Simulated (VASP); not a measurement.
# C (C2/m) in VASP: notebook, part 2 of 2

VASP 6.6.1. Earlier steps stand in the parts before.

## Step 3: Single point, LDA (strain +0.0075 x Voigt [0, 0, 0, 0, 1, 0])

File INCAR:

```
  ALGO = Normal
  EDIFF = 1E-7
  ENCUT = 520
  GGA = CA
  ISIF = 2
  ISMEAR = 0
  LASPH = T
  LCHARG = F
  LREAL = F
  LWAVE = F
  NBANDS = 11
  NELM = 80
  PREC = Accurate
  SIGMA = 0.03
```

File KPOINTS:

```
k-points
0
Gamma
  16 16 16
```

File POSCAR:

```
C
1.0
    0.0125990597      2.1166507492      3.3597492418
    1.2353837274      0.0000000000      3.3643346843
    1.2227846677      2.1166507492      0.0045854425
C
2
Direct
    0.1667065656      0.8332934344      0.1667065656
    0.8332934344      0.1667065656      0.8332934344
```

Potentials or basis: VASP PAW LDA potentials, release 64 (C).

The run is started by

```
$ cat potpaw_LDA.64/C/POTCAR > POTCAR
$ mpirun -np 1 vasp_std > vasp.out
```

OUTCAR:

```text
EDIFF = 1E-7
   ENCUT = 520
   GGA = CA
   ISIF = 2
   ISMEAR = 0
   LASPH = T
   LREAL = F
   NELM = 80
   PREC = Accurate

 ion  position               nearest neighbor table
   1  0.167  0.833  0.167-   2 1.41   2 1.41   2 1.41
   2  0.833  0.167  0.833-   1 1.41   1 1.41   1 1.41

  LATTYP: Found a base centered monoclinic cell.
 ALAT       =     2.4455865307
 B/A-ratio  =     1.7309964073
 C/A-ratio  =     1.4584417423
 COS(beta)  =    -0.3357669701

  Lattice vectors:

 A1 = (  -1.2227846677,  -2.1166507492,  -0.0045854425)
 A2 = (  -1.2227846677,   2.1166507492,  -0.0045854425)
 A3 = (   1.2101856080,   0.0000000000,  -3.3551637993)

Analysis of symmetry for initial positions (statically):
=====================================================================
 Subroutine PRICEL returns:
 Original cell was already a primitive cell.

 Routine SETGRP: Setting up the symmetry group for a
 base centered monoclinic supercell.

 Subroutine GETGRP returns: Found  4 space group operations
 (whereof  4 operations were pure point group operations)
 out of a pool of  4 trial point group operations.

The static configuration has the point symmetry C_2h.

Analysis of symmetry for dynamics (positions and initial velocities):
=====================================================================
 Subroutine PRICEL returns:
 Original cell was already a primitive cell.

 Routine SETGRP: Setting up the symmetry group for a
 base centered monoclinic supercell.

 Subroutine GETGRP returns: Found  4 space group operations
 (whereof  4 operations were pure point group operations)
 out of a pool of  4 trial point group operations.

The dynamic configuration has the point symmetry C_2h.

 Subroutine INISYM returns: Found  4 space group operations
 (whereof  4 operations are pure point group operations),
 and found     1 'primitive' translations

----------------------------------------------------------------------------------------

                                     Primitive cell

  volume of cell :      17.3912

  direct lattice vectors                    reciprocal lattice vectors
     0.012599060  2.116650749  3.359749242    -0.409466575  0.236222249  0.150356130
     1.235383727  0.000000000  3.364334684     0.408350404 -0.236222249  0.147289316
     1.222784668  2.116650749  0.004585443     0.409466575  0.236222249 -0.150356130

  length of vectors
     3.970929878  3.583981141  2.444470037     0.496055231  0.494211641  0.496055231

  position of ions in fractional coordinates (direct lattice)
     0.166706566  0.833293434  0.166706566
     0.833293434  0.166706566  0.833293434

  ion indices of the primitive-cell ions
   primitive index   ion index
                 1           1
                 2           2

----------------------------------------------------------------------------------------

 KPOINTS: k-points

Automatic generation of k-mesh.
 Grid dimensions read from file:
 generate k-points for:   16   16   16

 Generating k-lattice:

  Cartesian coordinates                     Fractional coordinates (reciprocal lattice)
    -0.025591661  0.014763891  0.009397258     0.062500000  0.000000000  0.000000000
     0.025521900 -0.014763891  0.009205582     0.000000000  0.062500000  0.000000000
     0.025591661  0.014763891 -0.009397258     0.000000000 -0.000000000  0.062500000

  Length of vectors
     0.031003452  0.030888228  0.031003452

  Shift w.r.t. Gamma in fractional coordinates (k-lattice)
     0.000000000  0.000000000  0.000000000

 Subroutine IBZKPT returns following result:
 ===========================================

 Found   1098 irreducible k-points:

 Following reciprocal coordinates:
            Coordinates               Weight
  0.000000  0.000000  0.000000      1.000000
  0.062500  0.000000  0.000000      4.000000
  0.125000  0.000000  0.000000      4.000000
  0.187500  0.000000 -0.000000      4.000000
  0.250000  0.000000  0.000000      4.000000
  0.312500  0.000000  0.000000      4.000000
[... 16 lines left out ...]
 -0.187500  0.062500 -0.000000      4.000000
 -0.125000  0.062500 -0.000000      4.000000
 [... further k-points ...]
   k-points           NKPTS =   1098   k-points in BZ     NKDIM =   1098   number of bands    NBANDS=     11
   number of dos      NEDOS =    301   number of ions     NIONS =      2
   total plane-waves  NPLWV =  15120
   dimension x,y,z NGX =    30 NGY =   28 NGZ =   18
   dimension x,y,z NGXF=    60 NGYF=   56 NGZF=   36
   ions per type =               2
   NGX,Y,Z   is equivalent  to a cutoff of  12.56, 12.99, 12.24 a.u.
   NGXF,Y,Z  is equivalent  to a cutoff of  25.12, 25.98, 24.48 a.u.
 SYSTEM =  unknown system
   PREC   = accura    normal or accurate (medium, high low for compatibility)
   ISTART =      0    job   : 0-new  1-cont  2-samecut
   ICHARG =      2    charge: 1-file 2-atom 10-const
   ISPIN  =      1    spin polarized calculation?
   LNONCOLLINEAR =      F non collinear calculations
   LSORBIT =      F    spin-orbit coupling
   LASPH  =      T    aspherical Exc in radial PAW
   ENCUT  =  520.0 eV  38.22 Ry    6.18 a.u.   7.38  6.66  4.55*2*pi/ulx,y,z
   NELM   =     80;   NELMIN=  2; NELMDL= -5     # of ELM steps
   EDIFF  = 0.1E-06   stopping-criterion for ELM
   LREAL  =      F    real-space projection
   EDIFFG = 0.1E-05   stopping-criterion for IOM
   NSW    =      0    number of steps for IOM
   IBRION =     -1    ionic relax: 0-MD 1-quasi-New 2-CG
   NFREE  =      0    steps in history (QN), initial steepest desc. (CG)
   ISIF   =      2    stress and relaxation
   ISYM   =      2    0-nonsym 1-usesym 2-fastsym
   POTIM  = 0.5000    time-step for ionic-motion
   TEBEG  =    0.0;   TEEND  =   0.0 temperature during run
   PSTRESS=    0.0 pullay stress
   NELECT =       8.0000    total number of electrons
   NUPDOWN=      -1.0000    fix difference up-down
   EMIN   =  10.00;   EMAX   =-10.00  energy-range for DOS
   EFERMI =   0.00;   METHOD = LEGACY
   ISMEAR =     0;   SIGMA  =   0.03  broadening in eV -4-tet -1-fermi 0-gaus
   EFERMI_NEDOS =   21; number of points for ismear=-14 and -15
   IALGO  =     38    algorithm
   IMIX   =      4    mixing-type and parameters
     AMIX     =   0.40;   BMIX     =  1.00
     AMIX_MAG =   1.60;   BMIX_MAG =  1.00
  volume/ion in A,a.u.               =       8.70        58.68
  Fermi-wavevector in a.u.,A,eV,Ry     =   1.263751  2.388143 21.729410  1.597067
  Thomas-Fermi vector in A             =   2.397092
   LORBIT       =      0    0 simple, 1 ext, 2 COOP (PROOUT), +10 PAW based schemes
   GGA     = CA    functional components
   LHFCALC =     F    Hartree Fock is set to
   AEXX    =    0.0000 exact exchange contribution
   IVDW    =     0    specifies the selected vdW correction
   LEPSILON=     F    determine dielectric tensor
   LRPA    =     F    only Hartree local field effects (RPA)
 non-spin polarized calculation
 Gauss-broadening in eV      SIGMA  =   0.03
  energy-cutoff  :      520.00
  volume of cell :       17.39
 maximum number of plane-waves:       485
 NGX is ok and might be reduce to    30
   NGX = 15   NGY = 13   NGZ =  9

 number of electron       8.0000000 magnetization

 Free energy of the ion-electron system (eV)
  ---------------------------------------------------
  ext. energy  EPLUGINS =         0.00000000
  ---------------------------------------------------
  free energy    TOTEN  =       -20.22059142 eV

  energy without entropy =      -20.22059142  energy(sigma->0) =      -20.22059142

 E-fermi :   4.5871     XC(G=0): -10.7931

 val. band max:        4.4818505178   @ k =   0.4375  -0.1875   0.3125
 cond. band min:       4.6895032921   @ k =   0.0000   0.3125   0.3125
 fundamental gap:      0.2076527743
 Fermi energy:         4.5871241569

 k-point     1 :       0.0000    0.0000    0.0000
  band No.  band energies     occupation
      1     -14.9352      2.00000
      2      -2.0219      2.00000
      3       1.7048      2.00000
      4       1.7154      2.00000
      5       8.4660      0.00000
      6      13.1410      0.00000
      7      13.2099      0.00000
      8      16.2890      0.00000
      9      18.1757      0.00000
     10      27.3197      0.00000
     11      29.9394      0.00000
[... 309 lines left out ...]
 k-point    24 :      -0.1250    0.0625   -0.0000
  band No.  band energies     occupation
      1     -14.0890      2.00000
      2      -1.0867      2.00000
      3      -1.0228      2.00000
      4       0.3220      2.00000
      5       9.5491      0.00000
      6      13.2405      0.00000
      7      13.4926      0.00000
      8      16.3405      0.00000
      9      19.7024      0.00000
     10      25.0620      0.00000
     11      29.4928      0.00000

 [... further k-points ...]
[... 5 lines left out ...]
  --------------------------------------------------------------------------------------
  -------------------------------------------------------------------------------------
  Total        0.1502820      0.1174447      0.0029551      0.0000000     -0.0000000     -0.0064303
  in kB       13.8448316     10.8196672      0.2722371      0.0000000     -0.0000000     -0.5923971
  external PRESSURE =       8.3122453 kB  Pullay stress =       0.0000000 kB

 VOLUME and BASIS-vectors are now :
 -----------------------------------------------------------------------------
  energy-cutoff  :      520.00
  volume of cell :       17.39
      direct lattice vectors                 reciprocal lattice vectors
     0.012599060  2.116650749  3.359749242    -0.409466575  0.236222249  0.150356130
     1.235383727  0.000000000  3.364334684     0.408350404 -0.236222249  0.147289316
     1.222784668  2.116650749  0.004585443     0.409466575  0.236222249 -0.150356130

 POSITION                                       TOTAL-FORCE (eV/Angst)
 -----------------------------------------------------------------------------------
      1.23538      0.70572      3.36433        -0.000000     -0.024207      0.000000
      1.23538      3.52758      3.36433         0.000000      0.024207     -0.000000
 -----------------------------------------------------------------------------------
    total drift:                                0.000000      0.000000     -0.000000

  FREE ENERGIE OF THE ION-ELECTRON SYSTEM (eV)
  ---------------------------------------------------
  free  energy   TOTEN  =       -20.2205914184 eV

  energy  without entropy=      -20.2205914183  energy(sigma->0) =      -20.22059142
```

OSZICAR:

```text
N       E                     dE             d eps       ncg     rms          rms(c)
DAV:   1    -0.133171070034E+01   -0.13317E+01   -0.41052E+03 24618   0.648E+02
DAV:   2    -0.212067900548E+02   -0.19875E+02   -0.18930E+02 31531   0.120E+02
DAV:   3    -0.216728193968E+02   -0.46603E+00   -0.46512E+00 30461   0.147E+01
DAV:   4    -0.216746741777E+02   -0.18548E-02   -0.18546E-02 27922   0.116E+00
DAV:   5    -0.216746820111E+02   -0.78333E-05   -0.78332E-05 30852   0.686E-02    0.668E+00
DAV:   6    -0.205633401072E+02    0.11113E+01   -0.10009E+00 27708   0.571E+00    0.378E+00
DAV:   7    -0.202211100427E+02    0.34223E+00   -0.10545E+00 28767   0.590E+00    0.105E+00
DAV:   8    -0.202213053696E+02   -0.19533E-03   -0.25277E-02 27411   0.104E+00    0.181E-01
DAV:   9    -0.202206032145E+02    0.70216E-03   -0.14625E-03 28946   0.222E-01    0.690E-02
DAV:  10    -0.202205924805E+02    0.10734E-04   -0.13338E-04 29504   0.779E-02    0.297E-02
DAV:  11    -0.202205914184E+02    0.10622E-05   -0.35786E-06 28525   0.132E-02    0.512E-03
DAV:  12    -0.202205914184E+02   -0.68894E-10   -0.41542E-08 23873   0.168E-03
   1 F= -.20220591E+02 E0= -.20220591E+02  d E =-.157021E-09
```

It took 2.2 min on 1 thread of Intel Xeon Platinum 8488C (Sapphire Rapids), shared host; peak memory 0.26 GiB.

Results:

```
Free energy            : -20.2206 eV
Pressure               : 0.8 GPa
Largest force          : 0.024 eV/Å
Band gap on the k mesh : 0.21 eV, indirect (least direct gap 0.25 eV)
```

Forces on the atoms (eV/Å):
```
C    0.000 -0.024  0.000
C    0.000  0.024  0.000
```

Stress tensor (GPa, compression positive):
```
 1.38  0.00 -0.06
 0.00  1.08  0.00
-0.06  0.00  0.03
```

Levels at points of the mesh, in eV from the valence-band top:
| k point | band 1 | band 2 | band 3 | band 4 | band 5 | band 6 | band 7 | band 8 |
| --- | --- | --- | --- | --- | --- | --- | --- | --- |
| (0.00, 0.00, 0.00) | -19.42 | -6.50 | -2.78 | -2.77 | 3.98 | 8.66 | 8.73 | 11.81 |
| (0.50, 0.00, 0.00) | -13.87 | -13.07 | -6.22 | -2.22 | 1.77 | 7.95 | 12.51 | 13.58 |
| (0.00, 0.50, 0.00) | -13.88 | -13.07 | -6.23 | -2.17 | 1.83 | 7.94 | 12.44 | 13.41 |
| (0.50, 0.50, 0.00) | -19.10 | -8.54 | -2.80 | -2.77 | 8.62 | 8.69 | 10.22 | 11.95 |
| (0.50, 0.00, 0.50) | -13.98 | -13.15 | -6.21 | -1.41 | 2.71 | 8.14 | 11.12 | 11.23 |
| (0.00, 0.50, 0.50) | -13.75 | -12.97 | -6.26 | -2.88 | 1.07 | 7.72 | 13.74 | 17.25 |

Caveat: the cell differs from its parent crystal (strain +0.0075 x Voigt [0, 0, 0, 0, 1, 0]). A k mesh can miss the band edges.
